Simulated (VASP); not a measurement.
# TiTe2 (P-3m1) in VASP: a series of runs

The runs below take TiTe2 through single point, relaxation of cell and atoms, with r2SCAN, BLYP, revPBE.

All numbers are computed with VASP 6.6.1; they aren't measurements. Logs are shortened: lines on timing, memory, paths and dates and some standing lists are left out, and cuts for length are marked.

### Step 1. The cell of the first run

Symmetry: P-3m1, No. 164, trigonal system. Conventional cell: a = 3.777 Å, b = 3.777 Å, c = 6.498 Å, α = 90.00°, β = 90.00°, γ = 120.00°. Within 3.8 Å of Te (site symmetry 3m) lie 3 Ti at 2.77 Å and 9 Te at 3.78 Å. Within 3.8 Å of Ti (site symmetry -3m) lie 6 Te at 2.77 Å and 6 Ti at 3.78 Å.

### Step 2. Single point, r2SCAN

POSCAR

```
TiTe2
1.0
    3.7770000000      0.0000000000      0.0000000000
   -1.8885000000      3.2709779501      0.0000000000
    0.0000000000      0.0000000000      6.4980000000
Te Ti
2 1
Direct
    0.3333333333      0.6666666667      0.7372000000
    0.6666666667      0.3333333333      0.2628000000
    0.0000000000      0.0000000000      0.0000000000
```

INCAR.step1

```
PREC = Accurate
ENCUT = 520
ISMEAR = -1
SIGMA = 0.05
LREAL = F
LASPH = T
NELM = 80
NBANDS = 19
GGA = PE
ALGO = Normal
EDIFF = 1E-4
LWAVE = T
LCHARG = F
```

INCAR.step2

```
PREC = Accurate
ENCUT = 520
EDIFF = 1E-6
ISMEAR = -1
SIGMA = 0.05
LREAL = F
LASPH = T
NELM = 80
ALGO = Normal
ISIF = 2
LWAVE = F
LCHARG = F
METAGGA = R2SCAN
LMIXTAU = T
NBANDS = 19
ISTART = 1
```

KPOINTS

```
regular mesh
0
Gamma
  8 8 4
```

Potentials or basis: VASP PAW PBE potentials, release 64 (Te, Ti_sv).

The run is started by

```bash
$ cat potpaw_PBE.64/Te/POTCAR potpaw_PBE.64/Ti_sv/POTCAR > POTCAR
$ cp INCAR.step1 INCAR
$ mpirun -np 1 vasp_std > vasp.out
$ cp INCAR.step2 INCAR
$ mpirun -np 1 vasp_std > vasp.out
```

OUTCAR:

```text
PREC = Accurate
   ENCUT = 520
   EDIFF = 1E-6
   ISMEAR = -1
   LREAL = F
   LASPH = T
   NELM = 80
   ISIF = 2
   METAGGA = R2SCAN
   ISTART = 1

 ion  position               nearest neighbor table
   1  0.333  0.667  0.737-   3 2.77   3 2.77   3 2.77
   2  0.667  0.333  0.263-   3 2.77   3 2.77   3 2.77
   3  0.000  0.000  0.000-   1 2.77   2 2.77   2 2.77   1 2.77   2 2.77   1 2.77

  LATTYP: Found a hexagonal cell.
 ALAT       =     3.7770000000
 C/A-ratio  =     1.7204130262

  Lattice vectors:

 A1 = (   3.7770000000,   0.0000000000,   0.0000000000)
 A2 = (  -1.8885000000,   3.2709779501,   0.0000000000)
 A3 = (   0.0000000000,   0.0000000000,   6.4980000000)

Analysis of symmetry for initial positions (statically):
=====================================================================
 Subroutine PRICEL returns:
 Original cell was already a primitive cell.

 Routine SETGRP: Setting up the symmetry group for a
 hexagonal supercell.

 Subroutine GETGRP returns: Found 12 space group operations
 (whereof 12 operations were pure point group operations)
 out of a pool of 24 trial point group operations.

The static configuration has the point symmetry D_3d.

Analysis of symmetry for dynamics (positions and initial velocities):
=====================================================================
 Subroutine PRICEL returns:
 Original cell was already a primitive cell.

 Routine SETGRP: Setting up the symmetry group for a
 hexagonal supercell.

 Subroutine GETGRP returns: Found 12 space group operations
 (whereof 12 operations were pure point group operations)
 out of a pool of 24 trial point group operations.

The dynamic configuration has the point symmetry D_3d.

 Subroutine INISYM returns: Found 12 space group operations
 (whereof 12 operations are pure point group operations),
 and found     1 'primitive' translations

----------------------------------------------------------------------------------------

                                     Primitive cell

  volume of cell :      80.2794

  direct lattice vectors                    reciprocal lattice vectors
     3.777000000  0.000000000  0.000000000     0.264760392  0.152859484  0.000000000
    -1.888500000  3.270977950  0.000000000     0.000000000  0.305718967  0.000000000
     0.000000000  0.000000000  6.498000000     0.000000000  0.000000000  0.153893506

  length of vectors
     3.777000000  3.777000000  6.498000000     0.305718967  0.305718967  0.153893506

  position of ions in fractional coordinates (direct lattice)
     0.333333333  0.666666667  0.737200000
     0.666666667  0.333333333  0.262800000
     0.000000000  0.000000000  0.000000000

  ion indices of the primitive-cell ions
   primitive index   ion index
                 1           1
                 2           2
                 3           3

----------------------------------------------------------------------------------------

 KPOINTS: regular mesh

Automatic generation of k-mesh.
 Grid dimensions read from file:
 generate k-points for:    8    8    4

 Generating k-lattice:

  Cartesian coordinates                     Fractional coordinates (reciprocal lattice)
     0.033095049  0.019107435  0.000000000     0.125000000 -0.000000000  0.000000000
     0.000000000  0.038214871  0.000000000     0.000000000  0.125000000  0.000000000
     0.000000000  0.000000000  0.038473376     0.000000000  0.000000000  0.250000000

  Length of vectors
     0.038214871  0.038214871  0.038473376

  Shift w.r.t. Gamma in fractional coordinates (k-lattice)
     0.000000000  0.000000000  0.000000000

 Subroutine IBZKPT returns following result:
 ===========================================

 Found     35 irreducible k-points:

 Following reciprocal coordinates:
            Coordinates               Weight
  0.000000  0.000000  0.000000      1.000000
  0.125000  0.000000  0.000000      6.000000
  0.250000  0.000000  0.000000      6.000000
  0.375000  0.000000  0.000000      6.000000
  0.500000  0.000000  0.000000      3.000000
[... 49 lines left out ...]
     18      12.3985      0.00000
     19      13.5155      0.00000

 k-point     2 :       0.1250    0.0000    0.0000
  band No.  band energies     occupation
      1     -53.2178      2.00000
      2     -28.4334      2.00000
      3     -28.4285      2.00000
      4     -28.3889      2.00000
      5      -6.0040      2.00000
      6      -4.5044      2.00000
[... 11 lines left out ...]
     18      13.2663      0.00000
     19      14.1873      0.00000

 k-point     3 :       0.2500    0.0000    0.0000
  band No.  band energies     occupation
      1     -53.2167      2.00000
      2     -28.4489      2.00000
      3     -28.4320      2.00000
      4     -28.3852      2.00000
      5      -5.4980      2.00000
      6      -4.2744      2.00000
[... 11 lines left out ...]
     18      12.9353      0.00000
     19      13.8019      0.00000

 k-point     4 :       0.3750    0.0000    0.0000
  band No.  band energies     occupation
      1     -53.2156      2.00000
      2     -28.4642      2.00000
      3     -28.4356      2.00000
      4     -28.3815      2.00000
      5      -4.8092      2.00000
      6      -4.0736      2.00000
[... 11 lines left out ...]
     18      12.6662      0.00000
     19      12.9099      0.00000

 k-point     5 :       0.5000    0.0000    0.0000
  band No.  band energies     occupation
      1     -53.2152      2.00000
      2     -28.4706      2.00000
      3     -28.4370      2.00000
      4     -28.3799      2.00000
      5      -4.3216      2.00000
      6      -4.1240      2.00000
[... 11 lines left out ...]
     18      12.5826      0.00000
     19      12.7737      0.00000
[... 334 lines left out ...]
      2     -28.4574      2.00000
      3     -28.4369      2.00000
      4     -28.3826      2.00000
      5      -4.9177      2.00000
      6      -4.3014      2.00000
[... 11 lines left out ...]
     18      12.6634      0.00000
     19      13.8081      0.00000

 k-point    22 :       0.3750    0.1250    0.2500
  band No.  band energies     occupation
      1     -53.2152      2.00000
      2     -28.4671      2.00000
      3     -28.4406      2.00000
      4     -28.3800      2.00000
      5      -4.4181      2.00000
      6      -4.0183      2.00000
[... 11 lines left out ...]
     18      12.2463      0.00000
     19      13.2111      0.00000

 k-point    23 :      -0.1250    0.5000    0.2500
  band No.  band energies     occupation
      1     -53.2152      2.00000
      2     -28.4671      2.00000
      3     -28.4406      2.00000
      4     -28.3800      2.00000
      5      -4.3200      2.00000
      6      -4.1358      2.00000
[... 11 lines left out ...]
     18      11.9273      0.00000
     19      13.5117      0.00000

 k-point    24 :       0.2500    0.2500    0.2500
  band No.  band energies     occupation
      1     -53.2152      2.00000
      2     -28.4622      2.00000
      3     -28.4454      2.00000
      4     -28.3800      2.00000
      5      -4.4166      2.00000
      6      -4.0485      2.00000
[... 11 lines left out ...]
     18      12.3790      0.00000
     19      13.2244      0.00000

 [... further k-points ...]
[... 5 lines left out ...]
  --------------------------------------------------------------------------------------
  -------------------------------------------------------------------------------------
  Total        0.6389153      0.6389153      0.2873206      0.0000000     -0.0000000     -0.0000000
  in kB       12.7511561     12.7511561      5.7342034      0.0000000     -0.0000000     -0.0000000
  external PRESSURE =      10.4121719 kB  Pullay stress =       0.0000000 kB

 VOLUME and BASIS-vectors are now :
 -----------------------------------------------------------------------------
  energy-cutoff  :      520.00
  volume of cell :       80.28
      direct lattice vectors                 reciprocal lattice vectors
     3.777000000  0.000000000  0.000000000     0.264760392  0.152859484  0.000000000
    -1.888500000  3.270977950  0.000000000     0.000000000  0.305718967  0.000000000
     0.000000000  0.000000000  6.498000000     0.000000000  0.000000000  0.153893506

 POSITION                                       TOTAL-FORCE (eV/Angst)
 -----------------------------------------------------------------------------------
     -0.00000      2.18065      4.79033        -0.000000     -0.000000      0.197938
      1.88850      1.09033      1.70767        -0.000000      0.000000     -0.197938
      0.00000      0.00000      0.00000         0.000000      0.000000      0.000000
 -----------------------------------------------------------------------------------
    total drift:                                0.000000     -0.000000      0.000000

  FREE ENERGIE OF THE ION-ELECTRON SYSTEM (eV)
  ---------------------------------------------------
  free  energy   TOTEN  =       -66.2698292790 eV

  energy  without entropy=      -66.2612618114  energy(sigma->0) =      -66.26554555
```

Run time: 2 min. Hardware: 1 thread of AMD EPYC 9R45 (Zen 5), shared host; peak memory 0.19 GiB.

What came out:

```yaml
Free_energy: -66.2698 eV
Pressure: 1.0 GPa
Largest_force: 0.198 eV/Å
Band_gap_on_the_k_mesh: zero (bands 12 and 13 overlap by 0.65 eV)
```

Forces in eV/Å, atoms in the order of the input:
```
Te   0.000  0.000  0.198
Te   0.000  0.000 -0.198
Ti   0.000  0.000  0.000
```

Stress tensor (GPa, compression positive):
```
1.28 0.00 0.00
0.00 1.28 0.00
0.00 0.00 0.57
```

Caveat: the PAW data sets were made with another functional, which shifts forces and pressure a little; spin-orbit coupling is left out, which moves the levels of the heavy elements.

### Step 3. Single point, BLYP

This run uses another cell than the first one.

INCAR

```
PREC = Accurate
ENCUT = 520
EDIFF = 1E-7
ISMEAR = -1
SIGMA = 0.05
LREAL = F
LASPH = T
NELM = 80
ALGO = Normal
ISIF = 2
LWAVE = F
LCHARG = F
GGA = B5
ALDAX = 1.0
AGGAX = 1.0
AGGAC = 1.0
ALDAC = 0.0
NBANDS = 19
```

KPOINTS is that of step 2.

POSCAR

```
TiTe2
1.0
    3.9121533848      0.0000000000      0.0000000000
   -1.9560766924      3.3880242148      0.0000000000
    0.0000000000      0.0000000000      9.9618712967
Te Ti
2 1
Direct
    0.3333333333      0.6666666667      0.8289532326
    0.6666666667      0.3333333333      0.1710467674
    0.0000000000      0.0000000000      0.0000000000
```

Potentials or basis: VASP PAW PBE potentials, release 64 (Te, Ti_sv).

The run is started by

```bash
$ cat potpaw_PBE.64/Te/POTCAR potpaw_PBE.64/Ti_sv/POTCAR > POTCAR
$ mpirun -np 1 vasp_std > vasp.out
```

Wall time 1.7 min (1 thread of AMD EPYC 9R45 (Zen 5), shared host); peak memory 0.26 GiB.

Results (log left out):

```
Free energy            : -14.1337 eV
Pressure               : 0.1 GPa
Largest force          : 0.035 eV/Å
Band gap on the k mesh : zero (bands 12 and 13 overlap by 0.28 eV)
```

Forces on the atoms (eV/Å):
```
Te   0.000  0.000 -0.035
Te   0.000  0.000  0.035
Ti   0.000  0.000  0.000
```

Levels at points of the mesh, in eV from the Fermi level:
| k point | band 9 | band 10 | band 11 | band 12 | band 13 | band 14 | band 15 | band 16 |
| --- | --- | --- | --- | --- | --- | --- | --- | --- |
| (0.00, 0.00, 0.00) | -1.66 | -1.00 | 0.30 | 0.30 | 0.58 | 0.75 | 0.75 | 2.98 |
| (0.50, 0.00, 0.00) | -2.04 | -1.79 | -1.54 | -0.81 | 0.02 | 0.89 | 1.17 | 2.70 |
| (0.00, 0.00, 0.50) | -1.66 | -1.11 | 0.30 | 0.30 | 0.62 | 0.75 | 0.75 | 2.98 |
| (0.50, 0.00, 0.50) | -2.04 | -1.79 | -1.52 | -0.81 | 0.02 | 0.89 | 1.17 | 2.71 |

Caveat: the PAW data sets were made with another functional, which shifts forces and pressure a little; spin-orbit coupling is left out, which moves the levels of the heavy elements.

### Step 4. Relaxation of cell and atoms, revPBE

INCAR

```
  PREC = Accurate
  ENCUT = 600
  EDIFF = 1E-6
  ISMEAR = -1
  SIGMA = 0.05
  LREAL = False
  LASPH = True
  NELM = 60
  ALGO = Normal
  ISIF = 3
  LWAVE = False
  LCHARG = False
  GGA = RE
  IBRION = 2
  NSW = 60
  EDIFFG = -0.01
```

KPOINTS

```
Automatic mesh
0
Gamma
  8 8 4
```

POSCAR

```
TiTe2
1.0
    3.7770000000      0.0000000000      0.0000000000
   -1.8885000000      3.2709779501      0.0000000000
    0.0000000000      0.0000000000      6.4980000000
Te Ti
2 1
Direct
    0.3333333333      0.6666666667      0.7372000000
    0.6666666667      0.3333333333      0.2628000000
    0.0000000000      0.0000000000      0.0000000000
```

The run is started by

```bash
$ cat potpaw_PBE.64/Te/POTCAR potpaw_PBE.64/Ti_sv/POTCAR > POTCAR
$ mpirun -np 1 vasp_std > vasp.out
```

It took 14 min on 1 thread of AMD EPYC 9R45 (Zen 5), shared host; peak memory 0.23 GiB.

Results (log left out):

```yaml
Free_energy: -15.3356 eV
Relaxed_volume: 36.42 Å³/atom
Relaxed_cell: a = 3.791 Å, b = 3.791 Å, c = 8.778 Å, α = 90.00°, β = 90.00°, γ = 120.00°
Space_group_after_relaxing_to_0.1_Å: P-3m1 (No. 164)
Energy_gained_by_relaxing: 32.3 meV/atom
Ionic_steps: 38
Pressure_after_relaxing: 0.0 GPa
Band_gap_on_the_k_mesh: zero (bands 12 and 13 overlap by 0.52 eV)
```

The path:
```
step  energy change (eV)  largest force (eV/Å)  pressure (GPa)  volume (Å³)
   1              0.0000                0.0785            2.27        80.28
   2             -0.0130                0.4126           -1.15        84.76
   3             -0.0197                0.2379            0.05        83.06
   4             -0.0245                0.2030            0.04        83.52
   5             -0.0353                0.1014            0.02        84.92
   6             -0.0420                0.0903            0.16        87.76
   7             -0.0467                0.0225           -0.11        88.74
   8             -0.0535                0.1306           -0.76        91.24
   9             -0.0499                0.4289           -1.87        96.18
  10             -0.0560                0.1828           -0.95        92.39
  11             -0.0593                0.1769           -0.85        92.54
  12             -0.0677                0.1602           -0.57        92.97
  13             -0.0758                0.1224            0.03        93.75
  14             -0.0760                0.1182            0.11        93.84
  15             -0.0771                0.0986            0.19        94.05
  16             -0.0799                0.0395            0.37        94.69
  17             -0.0825                0.0825            0.77        95.98
  18             -0.0833                0.0770            0.73        96.26
  19             -0.0855                0.0632            0.58        97.12
  20             -0.0887                0.0367            0.30        98.84
  21             -0.0913                0.0099           -0.15       102.35
  22             -0.0913                0.0127           -0.17       102.57
  23             -0.0918                0.0085           -0.17       102.96
  24             -0.0933                0.0041           -0.13       104.12
  25             -0.0951                0.0366           -0.03       106.45
  26             -0.0942                0.1305            0.32       111.08
  27             -0.0946                0.1085            0.21       111.92
  28             -0.0949                0.0827            0.11       112.90
  29             -0.0948                0.0354           -0.08       114.86
  30             -0.0950                0.0702            0.05       113.49
  31             -0.0950                0.0735            0.07       113.35
  32             -0.0952                0.0659            0.05       113.18
  33             -0.0958                0.0429           -0.01       112.65
  34             -0.0964                0.0018           -0.13       111.60
  35             -0.0960                0.0854           -0.36       109.51
  36             -0.0965                0.0271           -0.20       110.92
  37             -0.0969                0.0124           -0.09       110.06
  38             -0.0970                0.0013            0.02       109.26
```

Final structure:
```cif
data_structure
_symmetry_space_group_name_H-M 'P 1'
_symmetry_Int_Tables_number 1
_cell_length_a 3.7911
_cell_length_b 3.7911
_cell_length_c 8.7780
_cell_angle_alpha 90.000
_cell_angle_beta 90.000
_cell_angle_gamma 120.000
_cell_volume 109.26
loop_
_atom_site_label
_atom_site_type_symbol
_atom_site_fract_x
_atom_site_fract_y
_atom_site_fract_z
_atom_site_occupancy
Te1 Te 0.33333 0.66667 0.80133 1
Te2 Te 0.66667 0.33333 0.19867 1
Ti1 Ti 0.00000 0.00000 0.00000 1
```

Levels at points of the mesh, in eV from the Fermi level:
| k point | band 9 | band 10 | band 11 | band 12 | band 13 | band 14 | band 15 | band 16 |
| --- | --- | --- | --- | --- | --- | --- | --- | --- |
| (0.00, 0.00, 0.00) | -1.46 | -1.12 | 0.43 | 0.43 | 0.49 | 1.07 | 1.07 | 3.26 |
| (0.50, 0.00, 0.00) | -2.21 | -1.77 | -1.72 | -0.67 | -0.05 | 1.16 | 1.48 | 2.85 |
| (0.00, 0.00, 0.50) | -1.46 | -1.46 | 0.43 | 0.43 | 0.63 | 1.07 | 1.07 | 3.27 |
| (0.50, 0.00, 0.50) | -2.22 | -1.72 | -1.67 | -0.66 | -0.08 | 1.16 | 1.48 | 2.93 |

Caveat: the volume moved by over 15 % at a fixed basis, so the end points are rough; the PAW data sets were made with another functional, which shifts forces and pressure a little; spin-orbit coupling is left out, which moves the levels of the heavy elements; this functional lacks dispersion, which binds layers or chains, so the pressure and a relaxed spacing across them are unreliable. Zero-point motion and thermal expansion aren't in these numbers.

### Step 5. Summary

| task | level | cell | cutoff (eV) | gap on the mesh (eV) | pressure (GPa) | largest force (eV/Å) |
| --- | --- | --- | --- | --- | --- | --- |
| single point | r2SCAN | a = 3.777, b = 3.777, c = 6.498 Å, angles 90.0, 90.0, 120.0°, 3 atoms, atomic positions A | 520 | none | 1.0 | 0.20 |
| single point | BLYP | a = 3.912, b = 3.912, c = 9.962 Å, angles 90.0, 90.0, 120.0°, 3 atoms, atomic positions B | 520 | none | 0.1 | 0.03 |
| relaxation of cell and atoms | revPBE | relaxed from a = 3.777, b = 3.777, c = 6.498 Å, angles 90.0, 90.0, 120.0°, 3 atoms, atomic positions A | 600 | none | 0.0 | - |

Alike in all rows: potentials or basis VASP PAW PBE potentials, release 64 (Te, Ti_sv); no spin polarisation; k mesh 8 × 8 × 4; smearing fermi-dirac 0.05 eV.

Caveats: the PAW data sets were made with another functional, which shifts forces and pressure a little; spin-orbit coupling is left out, which moves the levels of the heavy elements; the volume moved by over 15 % at a fixed basis, so the end points are rough (at least some runs); this functional lacks dispersion, which binds layers or chains, so the pressure and a relaxed spacing across them are unreliable (at least some runs).

Total energies depend on the potentials used, so only differences within one code and one set of settings carry meaning.
